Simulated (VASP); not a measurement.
# HfI (Pmma) in VASP: single point with PBE

Aim: the single point of HfI with PBE.

Program: VASP 6.6.1. These are calculated values, not measurements. Logs are shortened: lines on timing, memory, paths and dates and some standing lists are left out, and cuts for length are marked.

**1. The cell of the first run**

Symmetry: Pmma, No. 51, orthorhombic system. Conventional cell: a = 5.035 Å, b = 3.527 Å, c = 5.223 Å, α = 90.00°, β = 90.00°, γ = 90.00°. Within 4.0 Å of Hf (site symmetry mm2) lie 8 I at 3.02 to 3.28 Å and 6 Hf at 3.33 to 3.95 Å. I (site symmetry mm2) has 8 Hf at 3.02 to 3.28 Å and 6 I at 3.53 to 3.71 Å within 4.0 Å.

**2. Single point, PBE**

Input file INCAR:

```
SYSTEM = HfI
PREC = Accurate
ENCUT = 520
EDIFF = 1E-6
ISMEAR = 0
SIGMA = 0.1
LREAL = .FALSE.
LASPH = .TRUE.
NELM = 80
ALGO = Normal
ISIF = 2
LWAVE = .FALSE.
LCHARG = .TRUE.
GGA = PE
LELF = .TRUE.
LVHAR = .TRUE.
NBANDS = 25
```

Input file KPOINTS:

```
regular mesh
0
G
  10 12 10
  0 0 0
```

Input file POSCAR:

```
HfI
1.0
    5.0345839010      0.0000000000      0.0000000000
    0.0000000000      3.5272567935      0.0000000000
    0.0000000000      0.0000000000      5.2228495209
Hf I
2 2
Direct
    0.7500000000      0.0000000000      0.7086766176
    0.2500000000      0.0000000000      0.2913233824
    0.7500000000      0.5000000000      0.2389613750
    0.2500000000      0.5000000000      0.7610386250
```

Potentials or basis: VASP PAW PBE potentials, release 64 (Hf_pv, I).

Launch:

```
cat potpaw_PBE.64/Hf_pv/POTCAR potpaw_PBE.64/I/POTCAR > POTCAR
mpirun -np 1 vasp_std > vasp.out
```

OUTCAR:

```text
SYSTEM = HfI
   PREC = Accurate
   ENCUT = 520
   EDIFF = 1E-6
   ISMEAR = 0
   LREAL = .FALSE.
   LASPH = .TRUE.
   NELM = 80
   ISIF = 2
   GGA = PE

 ion  position               nearest neighbor table
   1  0.750  0.000  0.709-   3 3.02   3 3.02   4 3.09   4 3.09   4 3.09   4 3.09   3 3.28   3 3.28
                             2 3.33   2 3.33
   2  0.250  0.000  0.291-   4 3.02   4 3.02   3 3.09   3 3.09   3 3.09   3 3.09   4 3.28   4 3.28
                             1 3.33   1 3.33
   3  0.750  0.500  0.239-   1 3.02   1 3.02   2 3.09   2 3.09   2 3.09   2 3.09   1 3.28   1 3.28
                             4 3.55   4 3.55
   4  0.250  0.500  0.761-   2 3.02   2 3.02   1 3.09   1 3.09   1 3.09   1 3.09   2 3.28   2 3.28
                             3 3.55   3 3.55

  LATTYP: Found a simple orthorhombic cell.
 ALAT       =     3.5272567935
 B/A-ratio  =     1.4273369351
 C/A-ratio  =     1.4807114499

  Lattice vectors:

 A1 = (   0.0000000000,  -3.5272567935,   0.0000000000)
 A2 = (   5.0345839010,   0.0000000000,   0.0000000000)
 A3 = (   0.0000000000,   0.0000000000,   5.2228495209)

Analysis of symmetry for initial positions (statically):
=====================================================================
 Subroutine PRICEL returns:
 Original cell was already a primitive cell.

 Routine SETGRP: Setting up the symmetry group for a
 simple orthorhombic supercell.

 Subroutine GETGRP returns: Found  8 space group operations
 (whereof  4 operations were pure point group operations)
 out of a pool of  8 trial point group operations.

The static configuration has the point symmetry C_2h.
 The point group associated with its full space group is D_2h.

Analysis of symmetry for dynamics (positions and initial velocities):
=====================================================================
 Subroutine PRICEL returns:
 Original cell was already a primitive cell.

 Routine SETGRP: Setting up the symmetry group for a
 simple orthorhombic supercell.

 Subroutine GETGRP returns: Found  8 space group operations
 (whereof  4 operations were pure point group operations)
 out of a pool of  8 trial point group operations.

The dynamic configuration has the point symmetry C_2h.
 The point group associated with its full space group is D_2h.

 Subroutine INISYM returns: Found  8 space group operations
 (whereof  4 operations are pure point group operations),
 and found     1 'primitive' translations

----------------------------------------------------------------------------------------

                                     Primitive cell

[... 97 lines left out ...]
   NSW    =      0    number of steps for IOM
   IBRION =     -1    ionic relax: 0-MD 1-quasi-New 2-CG
   NFREE  =      0    steps in history (QN), initial steepest desc. (CG)
   ISIF   =      2    stress and relaxation
   ISYM   =      2    0-nonsym 1-usesym 2-fastsym
   POTIM  = 0.5000    time-step for ionic-motion
   TEBEG  =    0.0;   TEEND  =   0.0 temperature during run
   PSTRESS=    0.0 pullay stress
   NELECT =      34.0000    total number of electrons
   NUPDOWN=      -1.0000    fix difference up-down
   EMIN   =  10.00;   EMAX   =-10.00  energy-range for DOS
   EFERMI =   0.00;   METHOD = LEGACY
   ISMEAR =     0;   SIGMA  =   0.10  broadening in eV -4-tet -1-fermi 0-gaus
   EFERMI_NEDOS =   21; number of points for ismear=-14 and -15
   IALGO  =     38    algorithm
   IMIX   =      4    mixing-type and parameters
     AMIX     =   0.40;   BMIX     =  1.00
     AMIX_MAG =   1.60;   BMIX_MAG =  1.00
  volume/ion in A,a.u.               =      23.19       156.47
  Fermi-wavevector in a.u.,A,eV,Ry     =   1.171651  2.214100 18.677629  1.372767
  Thomas-Fermi vector in A             =   2.308092
   LORBIT       =      0    0 simple, 1 ext, 2 COOP (PROOUT), +10 PAW based schemes
   GGA     = PE    functional components
   LHFCALC =     F    Hartree Fock is set to
   AEXX    =    0.0000 exact exchange contribution
   IVDW    =     0    specifies the selected vdW correction
   LEPSILON=     F    determine dielectric tensor
   LRPA    =     F    only Hartree local field effects (RPA)
 non-spin polarized calculation
 Gauss-broadening in eV      SIGMA  =   0.10
  energy-cutoff  :      520.00
  volume of cell :       92.75
 maximum number of plane-waves:      2528
 NGX is ok and might be reduce to    40
   NGX = 19   NGY = 13   NGZ = 19

 number of electron      34.0000000 magnetization

 Free energy of the ion-electron system (eV)
  ---------------------------------------------------
  ext. energy  EPLUGINS =         0.00000000
  ---------------------------------------------------
  free energy    TOTEN  =       -21.69581856 eV

  energy without entropy =      -21.67315558  energy(sigma->0) =      -21.68448707

 E-fermi :   9.1468     XC(G=0): -11.0833

 val. band max:        9.1455075813   @ k =   0.4000   0.0000   0.0000
 cond. band min:       9.1484417727   @ k =   0.3000   0.2500   0.5000
 fundamental gap:      0.0029341914
 Fermi energy:         9.1468423638

 k-point     1 :       0.0000    0.0000    0.0000
  band No.  band energies     occupation
      1     -22.6007      2.00000
      2     -22.5964      2.00000
      3     -22.4719      2.00000
      4     -22.4672      2.00000
      5     -22.4418      2.00000
      6     -22.4362      2.00000
[... 661 lines left out ...]
     24      11.6811      0.00000
     25      12.0567      0.00000

 [... further k-points ...]

------------------------ aborting loop because EDIFF is reached ----------------------------------------

  FORCE on cell =-STRESS in cart. coord.  units (eV):
  Direction    XX          YY          ZZ          XY          YZ          ZX
  --------------------------------------------------------------------------------------
  -------------------------------------------------------------------------------------
  Total       -0.2567718     -0.2489928     -0.2585422      0.0000000      0.0000000      0.0000000
  in kB       -4.4355737     -4.3011964     -4.4661560      0.0000000      0.0000000      0.0000000
  external PRESSURE =      -4.4009754 kB  Pullay stress =       0.0000000 kB

 VOLUME and BASIS-vectors are now :
 -----------------------------------------------------------------------------
  energy-cutoff  :      520.00
  volume of cell :       92.75
      direct lattice vectors                 reciprocal lattice vectors
     5.034583901  0.000000000  0.000000000     0.198626147  0.000000000  0.000000000
     0.000000000  3.527256793  0.000000000     0.000000000  0.283506435  0.000000000
     0.000000000  0.000000000  5.222849521     0.000000000  0.000000000  0.191466363

 POSITION                                       TOTAL-FORCE (eV/Angst)
 -----------------------------------------------------------------------------------
      3.77594      0.00000      3.70131         0.000000      0.000000     -0.012729
      1.25865      0.00000      1.52154         0.000000     -0.000000      0.012729
      3.77594      1.76363      1.24806         0.000000      0.000000      0.020583
      1.25865      1.76363      3.97479        -0.000000      0.000000     -0.020583
 -----------------------------------------------------------------------------------
    total drift:                                0.000000     -0.000000      0.000000

  FREE ENERGIE OF THE ION-ELECTRON SYSTEM (eV)
  ---------------------------------------------------
  free  energy   TOTEN  =       -21.6958185566 eV

  energy  without entropy=      -21.6731555758  energy(sigma->0) =      -21.68448707
```

Run time: 9.9 min. Hardware: 1 thread of Intel Xeon 8259CL, shared host; peak memory 0.6 GiB.

Results:

```
Free energy            : -21.6958 eV
Pressure               : -0.4 GPa
Largest force          : 0.021 eV/Å
Band gap on the k mesh : zero (bands 17 and 18 overlap by 2.44 eV)
```

Forces in eV/Å, atoms in the order of the input:
```
Hf   0.000  0.000 -0.013
Hf   0.000  0.000  0.013
I    0.000  0.000  0.021
I    0.000  0.000 -0.021
```

Caveat: spin-orbit coupling is left out, which moves the levels of the heavy elements.
